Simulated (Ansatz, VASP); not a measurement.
# Two plane-wave programs on Ag

```
Ag
1.0
     0.00000    2.20655    1.96138
     2.20655    0.00000    1.96138
     2.20655    2.20655    0.00000
Ag
1
Direct
  0.00000 0.00000 0.00000
```

Change from the starting cell: strain +0.080 along x and y, -0.040 along z, atoms carried along.

Alike in both runs: task single point; functional r2SCAN; k mesh 20 × 20 × 20; occupations gaussian, width 0.15 eV; no spin polarisation.

|  | VASP | Ansatz |
| --- | --- | --- |
| version | VASP 6.6.1 | Ansatz 0.2.0 |
| potentials or method | VASP PAW PBE potentials, release 64 (Ag), cutoff 520 eV | scalar-relativistic, plane waves, PAW |
| valence electrons in the cell | 11 | 19 |

```csv
,VASP,Ansatz,Ansatz less VASP
gap on the k mesh at the Fermi level (eV),none,none,-
pressure (GPa),-7.4,-7.5,-0.02
"traceless stress, the component that is largest in VASP (GPa)",1.00,0.98,-0.021
```

VASP's potentials were made for PBE, not for r2SCAN. A gap of «none» marks a metal or a gap that the smearing closes. With one functional, cell and mesh, what is left measures potentials, basis and numerics. VASP's potentials hold 11 valence electrons a cell and Ansatz's 19, so a difference there can come from the potentials and not from the codes.
